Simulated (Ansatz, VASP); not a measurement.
## Si3Ge: VASP beside Ansatz

```
Si Ge
1.0
     2.80064    0.00000    0.00000
    -1.40032    2.42542    0.00000
     0.00000    0.00000    9.31312
Si Ge
3 1
Direct
  0.33333 0.66667 0.76775
  0.33333 0.66667 0.23225
  0.66667 0.33333 0.00000
  0.66667 0.33333 0.50000
```

Alike in both runs: functional PBE; k mesh 18 × 18 × 4; occupations gaussian, width 0.1 eV; no spin polarisation.

Ansatz relaxed the structure, and its values are those at the end. VASP's run is a single point on that final structure, the one shown.

```csv
,VASP,Ansatz
version,VASP 6.6.1,Ansatz 0.2.0
potentials or method,"VASP PAW PBE potentials, release 64 (Si, Ge_d), cutoff 500 eV","scalar-relativistic, plane waves, PAW"
valence electrons in the cell,26,26
```

Ansatz gave:

```
gap on the k mesh at the Fermi level (eV) : none
pressure (GPa)                            : 0.0
```

Task: Which values does VASP return?

Result: gap on the k mesh at the Fermi level (eV): none; pressure (GPa): -0.1.

A gap of «none» marks a metal or a gap that the smearing closes.
